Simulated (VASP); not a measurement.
Input of a VASP 6.6.1 run:

File INCAR:

```
ALGO = Normal
EDIFF = 1E-6
ENCUT = 520
GGA = PE
ISIF = 2
ISMEAR = 0
ISPIN = 2
LASPH = T
LCHARG = F
LMAXMIX = 4
LORBIT = 11
LREAL = F
LWAVE = F
MAGMOM = 1.5 1.5
NBANDS = 20
NELM = 150
PREC = Accurate
SIGMA = 0.05
```

The input KPOINTS:

```
k-points
0
Gamma
  20 20 12
```

POSCAR

```
Co
1.0
    2.4937131652      0.0000000000      0.0000000000
   -1.2468565826      2.1596189508      0.0000000000
    0.0000000000      0.0000000000      4.0300901819
Co
2
Direct
    0.3333333333      0.6666666667      0.2500000000
    0.6666666667      0.3333333333      0.7500000000
```

Potentials or basis: VASP PAW PBE potentials, release 64 (Co).

Launch:

```console
$ cat potpaw_PBE.64/Co/POTCAR > POTCAR
$ mpirun -np 1 vasp_std > vasp.out
```

Problem. What does it give for the net moment?

Solution. 3.19 μB per cell.

Problem. Estimate the pressure.

Solution. -0.8 GPa.

Problem. Estimate the site moments.

Solution. Co +1.62 μB.

Stress tensor (GPa, compression positive):
```
-0.71  0.00  0.00
 0.00 -0.71  0.00
 0.00  0.00 -0.89
```
